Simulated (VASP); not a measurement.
# Sb (Fd-3m) in VASP: notebook

Sb is run at these levels: PBE; tasks: single point.

Program: VASP 6.6.1. These are calculated values, not measurements. Logs are shortened: lines on timing, memory, paths and dates and some standing lists are left out, and cuts for length are marked.

### 1 The cell of the first run

It takes space group Fd-3m (No. 227, cubic). The conventional cell has a = 6.948 Å, b = 6.948 Å, c = 6.948 Å, α = 90.00°, β = 90.00°, γ = 90.00°. Within 4.0 Å of Sb (site symmetry -43m) lie 4 Sb at 3.01 Å.

### 2 Single point, PBE

The input, INCAR:

```
SYSTEM = Sb
ALGO = Normal ; EDIFF = 1E-6
ENCUT = 520 ; GGA = PE
ISIF = 2 ; ISMEAR = -1
LASPH = .TRUE. ; LCHARG = .FALSE.
LREAL = .FALSE. ; LWAVE = .FALSE.
NBANDS = 12 ; NELM = 60
PREC = Accurate ; SIGMA = 0.06122561905347299
```

The input, KPOINTS:

```
k-points
0
G
  14 14 14
  0 0 0
```

The input, POSCAR:

```
Sb
1.0
    0.0000000000      3.4738768862      3.4738768862
    3.4738768862      0.0000000000      3.4738768862
    3.4738768862      3.4738768862      0.0000000000
Sb
2
Direct
    0.0000000000      0.0000000000      0.0000000000
    0.2500000000      0.2500000000      0.2500000000
```

Potentials or basis: VASP PAW PBE potentials, release 64 (Sb).

Run with:

```console
$ cat potpaw_PBE.64/Sb/POTCAR > POTCAR
$ mpirun -np 1 vasp_std > vasp.out
```

OUTCAR:

```text
SYSTEM = Sb
   EDIFF = 1E-6
   ENCUT = 520
   GGA = PE
   ISIF = 2
   ISMEAR = -1
   LASPH = .TRUE.
   LREAL = .FALSE.
   NELM = 60
   PREC = Accurate

 ion  position               nearest neighbor table
   1  0.000  0.000  0.000-   2 3.01   2 3.01   2 3.01   2 3.01
   2  0.250  0.250  0.250-   1 3.01   1 3.01   1 3.01   1 3.01

  LATTYP: Found a face centered cubic cell.
 ALAT       =     6.9477537724

  Lattice vectors:

 A1 = (   0.0000000000,   3.4738768862,   3.4738768862)
 A2 = (   3.4738768862,   0.0000000000,   3.4738768862)
 A3 = (   3.4738768862,   3.4738768862,   0.0000000000)

Analysis of symmetry for initial positions (statically):
=====================================================================
 Subroutine PRICEL returns:
 Original cell was already a primitive cell.

 Routine SETGRP: Setting up the symmetry group for a
 face centered cubic supercell.

 Subroutine GETGRP returns: Found 48 space group operations
 (whereof 24 operations were pure point group operations)
 out of a pool of 48 trial point group operations.

The static configuration has the point symmetry T_d .
 The point group associated with its full space group is O_h .

Analysis of symmetry for dynamics (positions and initial velocities):
=====================================================================
 Subroutine PRICEL returns:
 Original cell was already a primitive cell.

 Routine SETGRP: Setting up the symmetry group for a
 face centered cubic supercell.

 Subroutine GETGRP returns: Found 48 space group operations
 (whereof 24 operations were pure point group operations)
 out of a pool of 48 trial point group operations.

The dynamic configuration has the point symmetry T_d .
 The point group associated with its full space group is O_h .

 Subroutine INISYM returns: Found 48 space group operations
 (whereof 24 operations are pure point group operations),
 and found     1 'primitive' translations

----------------------------------------------------------------------------------------

                                     Primitive cell

  volume of cell :      83.8442

  direct lattice vectors                    reciprocal lattice vectors
     0.000000000  3.473876886  3.473876886    -0.143931410  0.143931410  0.143931410
     3.473876886  0.000000000  3.473876886     0.143931410 -0.143931410  0.143931410
     3.473876886  3.473876886  0.000000000     0.143931410  0.143931410 -0.143931410

  length of vectors
     4.912803806  4.912803806  4.912803806     0.249296516  0.249296516  0.249296516

  position of ions in fractional coordinates (direct lattice)
     0.000000000  0.000000000  0.000000000
     0.250000000  0.250000000  0.250000000

  ion indices of the primitive-cell ions
   primitive index   ion index
                 1           1
                 2           2

----------------------------------------------------------------------------------------

 KPOINTS: k-points

Automatic generation of k-mesh.
 Grid dimensions read from file:
 generate k-points for:   14   14   14

 Generating k-lattice:

  Cartesian coordinates                     Fractional coordinates (reciprocal lattice)
    -0.010280815  0.010280815  0.010280815     0.071428571  0.000000000  0.000000000
     0.010280815 -0.010280815  0.010280815     0.000000000  0.071428571  0.000000000
     0.010280815  0.010280815 -0.010280815     0.000000000  0.000000000  0.071428571

  Length of vectors
     0.017806894  0.017806894  0.017806894

  Shift w.r.t. Gamma in fractional coordinates (k-lattice)
     0.000000000  0.000000000  0.000000000

 Subroutine IBZKPT returns following result:
 ===========================================

 Found    104 irreducible k-points:

 Following reciprocal coordinates:
            Coordinates               Weight
  0.000000  0.000000  0.000000      1.000000
  0.071429  0.000000  0.000000      8.000000
  0.142857  0.000000  0.000000      8.000000
  0.214286  0.000000  0.000000      8.000000
  0.285714  0.000000  0.000000      8.000000
  0.357143  0.000000  0.000000      8.000000
[... 16 lines left out ...]
  0.214286  0.142857  0.000000     24.000000
  0.285714  0.142857  0.000000     24.000000
 [... further k-points ...]
   k-points           NKPTS =    104   k-points in BZ     NKDIM =    104   number of bands    NBANDS=     12
   number of dos      NEDOS =    301   number of ions     NIONS =      2
   total plane-waves  NPLWV =  64000
   dimension x,y,z NGX =    40 NGY =   40 NGZ =   40
   dimension x,y,z NGXF=    80 NGYF=   80 NGZF=   80
   ions per type =               2
   NGX,Y,Z   is equivalent  to a cutoff of  13.54, 13.54, 13.54 a.u.
   NGXF,Y,Z  is equivalent  to a cutoff of  27.07, 27.07, 27.07 a.u.
 SYSTEM =  Sb
   PREC   = accura    normal or accurate (medium, high low for compatibility)
   ISTART =      0    job   : 0-new  1-cont  2-samecut
   ICHARG =      2    charge: 1-file 2-atom 10-const
   ISPIN  =      1    spin polarized calculation?
   LNONCOLLINEAR =      F non collinear calculations
   LSORBIT =      F    spin-orbit coupling
   LASPH  =      T    aspherical Exc in radial PAW
   ENCUT  =  520.0 eV  38.22 Ry    6.18 a.u.   9.13  9.13  9.13*2*pi/ulx,y,z
   NELM   =     60;   NELMIN=  2; NELMDL= -5     # of ELM steps
   EDIFF  = 0.1E-05   stopping-criterion for ELM
   LREAL  =      F    real-space projection
   EDIFFG = 0.1E-04   stopping-criterion for IOM
   NSW    =      0    number of steps for IOM
   IBRION =     -1    ionic relax: 0-MD 1-quasi-New 2-CG
   NFREE  =      0    steps in history (QN), initial steepest desc. (CG)
   ISIF   =      2    stress and relaxation
   ISYM   =      2    0-nonsym 1-usesym 2-fastsym
   POTIM  = 0.5000    time-step for ionic-motion
   TEBEG  =    0.0;   TEEND  =   0.0 temperature during run
   PSTRESS=    0.0 pullay stress
   NELECT =      10.0000    total number of electrons
   NUPDOWN=      -1.0000    fix difference up-down
   EMIN   =  10.00;   EMAX   =-10.00  energy-range for DOS
   EFERMI =   0.00;   METHOD = LEGACY
   ISMEAR =    -1;   SIGMA  =   0.06  broadening in eV -4-tet -1-fermi 0-gaus
   EFERMI_NEDOS =   21; number of points for ismear=-14 and -15
   IALGO  =     38    algorithm
   IMIX   =      4    mixing-type and parameters
     AMIX     =   0.40;   BMIX     =  1.00
     AMIX_MAG =   1.60;   BMIX_MAG =  1.00
  volume/ion in A,a.u.               =      41.92       282.90
  Fermi-wavevector in a.u.,A,eV,Ry     =   0.805843  1.522822  8.835390  0.649383
  Thomas-Fermi vector in A             =   1.914164
   LORBIT       =      0    0 simple, 1 ext, 2 COOP (PROOUT), +10 PAW based schemes
   GGA     = PE    functional components
   LHFCALC =     F    Hartree Fock is set to
   AEXX    =    0.0000 exact exchange contribution
   IVDW    =     0    specifies the selected vdW correction
   LEPSILON=     F    determine dielectric tensor
   LRPA    =     F    only Hartree local field effects (RPA)
 non-spin polarized calculation
  energy-cutoff  :      520.00
  volume of cell :       83.84
 maximum number of plane-waves:      2281
 NGX is ok and might be reduce to    40
   NGX = 19   NGY = 19   NGZ = 19

 number of electron      10.0000000 magnetization

 number of electron       9.9999999 magnetization

 Free energy of the ion-electron system (eV)
  ---------------------------------------------------
  ext. energy  EPLUGINS =         0.00000000
  ---------------------------------------------------
  free energy    TOTEN  =        -7.66842268 eV

  energy without entropy =       -7.65602868  energy(sigma->0) =       -7.66222568

 E-fermi :   4.0443     XC(G=0):  -7.9326

 val. band max:        4.0264375561   @ k =  -0.4286   0.3571   0.1429
 cond. band min:       4.1343823012   @ k =   0.2857   0.2143   0.0714
 fundamental gap:      0.1079447451
 Fermi energy:         4.0443154898

 k-point     1 :       0.0000    0.0000    0.0000
  band No.  band energies     occupation
      1      -7.5014      2.00000
      2      -1.2743      2.00000
      3       2.2452      2.00000
      4       2.2452      2.00000
      5       2.2452      2.00000
      6       4.5472      0.00054
      7       4.5472      0.00054
      8       4.5472      0.00054
      9       7.9832      0.00000
     10      10.3810      0.00000
     11      10.3810      0.00000
     12      11.5718      0.00000

 k-point     2 :       0.0714    0.0000    0.0000
  band No.  band energies     occupation
      1      -7.4658      2.00000
      2      -1.4353      2.00000
      3       2.1870      2.00000
      4       2.1870      2.00000
      5       2.2623      2.00000
      6       4.6313      0.00014
      7       4.6313      0.00014
      8       4.6365      0.00013
      9       8.1660      0.00000
     10      10.1821      0.00000
     11      10.1821      0.00000
     12      11.4130      0.00000

 k-point     3 :       0.1429    0.0000    0.0000
  band No.  band energies     occupation
      1      -7.3608      2.00000
      2      -1.8511      2.00000
      3       2.0424      2.00000
      4       2.0424      2.00000
      5       2.2526      2.00000
      6       4.8440      0.00000
      7       4.8440      0.00000
      8       4.9451      0.00000
      9       8.6322      0.00000
     10       9.8954      0.00000
     11       9.8954      0.00000
     12      11.1330      0.00000
[... 286 lines left out ...]
 k-point    23 :       0.2143    0.1429    0.0000
  band No.  band energies     occupation
      1      -7.1845      2.00000
      2      -2.3833      2.00000
      3       1.5324      2.00000
      4       1.5653      2.00000
      5       3.0777      2.00000
      6       4.1523      0.29280
      7       5.6139      0.00000
      8       5.6688      0.00000
      9       8.8505      0.00000
     10       9.3348      0.00000
     11      10.5853      0.00000
     12      11.8970      0.00000

 k-point    24 :       0.2857    0.1429    0.0000
  band No.  band energies     occupation
      1      -6.9967      2.00000
      2      -2.8668      2.00000
      3       1.2685      2.00000
      4       1.4101      2.00000
      5       3.1070      2.00000
      6       4.3885      0.00722
      7       5.8837      0.00000
      8       6.0952      0.00000
      9       8.8566      0.00000
     10       9.8206      0.00000
     11      10.5887      0.00000
     12      11.8081      0.00000

 [... further k-points ...]
[... 5 lines left out ...]
  --------------------------------------------------------------------------------------
  -------------------------------------------------------------------------------------
  Total        0.3067459      0.3067459      0.3067459      0.0000000      0.0000000     -0.0000000
  in kB        5.8615979      5.8615979      5.8615979      0.0000000      0.0000000     -0.0000000
  external PRESSURE =       5.8615979 kB  Pullay stress =       0.0000000 kB

 VOLUME and BASIS-vectors are now :
 -----------------------------------------------------------------------------
  energy-cutoff  :      520.00
  volume of cell :       83.84
      direct lattice vectors                 reciprocal lattice vectors
     0.000000000  3.473876886  3.473876886    -0.143931410  0.143931410  0.143931410
     3.473876886  0.000000000  3.473876886     0.143931410 -0.143931410  0.143931410
     3.473876886  3.473876886  0.000000000     0.143931410  0.143931410 -0.143931410

 POSITION                                       TOTAL-FORCE (eV/Angst)
 -----------------------------------------------------------------------------------
      0.00000      0.00000      0.00000         0.000000      0.000000      0.000000
      1.73694      1.73694      1.73694        -0.000000     -0.000000     -0.000000
 -----------------------------------------------------------------------------------
    total drift:                               -0.000000      0.000000      0.000000

  FREE ENERGIE OF THE ION-ELECTRON SYSTEM (eV)
  ---------------------------------------------------
  free  energy   TOTEN  =        -7.6684226840 eV

  energy  without entropy=       -7.6560286775  energy(sigma->0) =       -7.66222568
```

Run time: 88 s. Hardware: 1 thread of AMD EPYC 7R43 (Zen 3), shared host; peak memory 0.24 GiB.

What came out:

- Free energy: -7.6684 eV
- Pressure: 0.6 GPa
- Band gap on the k mesh: zero (band 5 reaches 4.73 eV, above the bottom of band 6 at 3.56 eV)

Levels at points of the mesh, in eV from the Fermi level:
```tsv
k point	band 3	band 4	band 5	band 6	band 7	band 8
(0.00, 0.00, 0.00)	-1.80	-1.80	-1.80	0.50	0.50	0.50
(0.50, 0.00, 0.00)	-2.58	-2.58	-2.25	1.55	1.55	4.03
(0.50, 0.50, 0.00)	-3.43	-3.43	-0.48	-0.48	4.20	4.20
```

Caveat: spin-orbit coupling is left out, which moves the levels of the heavy elements.

### 3 Single point, PBE

This run uses another cell than the first one, of 42.78 Å³/atom, 1.020 times its volume.

The input, INCAR:

```
SYSTEM = Sb
PREC = Accurate ; ENCUT = 520
EDIFF = 1E-7 ; ISMEAR = -1
SIGMA = 0.06122561905347299 ; LREAL = .FALSE.
LASPH = .TRUE. ; NELM = 80
ALGO = Normal ; ISIF = 2
LWAVE = .FALSE. ; LCHARG = .TRUE.
GGA = PE ; LELF = .TRUE.
LVHAR = .TRUE. ; NBANDS = 12
```

The input, KPOINTS:

```
regular mesh
0
G
  14 14 14
  0 0 0
```

The input, POSCAR:

```
Sb
1.0
    0.0000000000      3.4973497393      3.4973497393
    3.4973497393      0.0000000000      3.4973497393
    3.4973497393      3.4973497393      0.0000000000
Sb
2
Direct
    0.0000000000      0.0000000000      0.0000000000
    0.2500000000      0.2500000000      0.2500000000
```

Potentials or basis: VASP PAW PBE potentials, release 64 (Sb).

Run with:

```console
$ cat potpaw_PBE.64/Sb/POTCAR > POTCAR
$ mpirun -np 1 vasp_std > vasp.out
```

Run time: 96 s. Hardware: 1 thread of AMD EPYC 7R43 (Zen 3), shared host; peak memory 0.25 GiB.

Results (log left out):

| Property | Result |
| --- | --- |
| Free energy | -7.6711 eV |
| Pressure | -0.1 GPa |
| Band gap on the k mesh | zero (band 5 reaches 4.52 eV, above the bottom of band 6 at 3.40 eV) |

Levels at points of the mesh, in eV from the Fermi level:
```
           k point  band 3  band 4  band 5  band 6  band 7  band 8
(0.00, 0.00, 0.00)   -1.76   -1.76   -1.76    0.52    0.52    0.52
(0.50, 0.00, 0.00)   -2.52   -2.52   -2.22    1.56    1.56    3.93
(0.50, 0.50, 0.00)   -3.35   -3.35   -0.45   -0.45    4.12    4.12
```

Caveat: spin-orbit coupling is left out, which moves the levels of the heavy elements.

### 4 Single point, PBE

This run uses another cell than the first one, of 42.78 Å³/atom, 1.020 times its volume.

The input, INCAR:

```
ALGO = Normal
EDIFF = 1E-6
ENCUT = 520
GGA = PE
ISIF = 2
ISMEAR = -1
LASPH = True
LCHARG = False
LREAL = False
LWAVE = False
NBANDS = 12
NELM = 100
PREC = Accurate
SIGMA = 0.06122561905347299
```

The input, KPOINTS:

```
k-points
0
Gamma
  14 14 14
```

POSCAR is that of step 3.

Run with:

```console
$ cat potpaw_PBE.64/Sb/POTCAR > POTCAR
$ mpirun -np 1 vasp_std > vasp.out
```

It took 84 s on 1 thread of AMD EPYC 7R43 (Zen 3), shared host; peak memory 0.25 GiB.

It converged, with:

```yaml
Free_energy: -7.6711 eV
Pressure: -0.1 GPa
Band_gap_on_the_k_mesh: zero (band 5 reaches 4.52 eV, above the bottom of band 6 at 3.40 eV)
```

Levels at points of the mesh, in eV from the Fermi level:
```
           k point  band 1  band 2  band 3  band 4  band 5  band 6  band 7  band 8  band 9  band 10
(0.00, 0.00, 0.00)  -11.42   -5.40   -1.76   -1.76   -1.76    0.52    0.52    0.52    3.95     6.34
(0.50, 0.00, 0.00)  -10.38   -8.03   -2.52   -2.52   -2.22    1.56    1.56    3.93    5.60     6.28
(0.50, 0.50, 0.00)   -9.28   -9.28   -3.35   -3.35   -0.45   -0.45    4.12    4.12    6.11     6.11
```

Caveat: spin-orbit coupling is left out, which moves the levels of the heavy elements.
